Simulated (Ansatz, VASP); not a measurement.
One calculation of V, two programs

```
CELL_PARAMETERS angstrom
2.61028 0.00000 0.00000
-1.30514 2.26057 0.00000
0.00000 0.00000 4.70174
ATOMIC_POSITIONS crystal
V 0.33333 0.66667 0.25000
V 0.66667 0.33333 0.75000
```

Alike in both runs: task single point; functional PBEsol; k mesh 23 × 23 × 11; occupations fermi-dirac, width 0.1 eV; no spin polarisation.

|  | VASP | Ansatz |
| --- | --- | --- |
| version | VASP 6.6.1 | Ansatz 0.2.0 |
| potentials or method | VASP PAW PBE potentials, release 64 (V_sv), cutoff 520 eV | plane waves (420 eV) with PAW, scalar-relativistic |
| valence electrons in the cell | 26 | 26 |

|  | VASP | Ansatz | Ansatz less VASP |
| --- | --- | --- | --- |
| pressure (GPa) | -6.6 | -6.7 | -0.12 |
| traceless stress, the component that is largest in VASP (GPa) | 0.06 | 0.03 | -0.036 |

VASP's potentials were made for PBE, not for PBEsol, and Ansatz warns of the same on its side. The functional is the same, so the differences come from potentials, cutoffs and numerics.
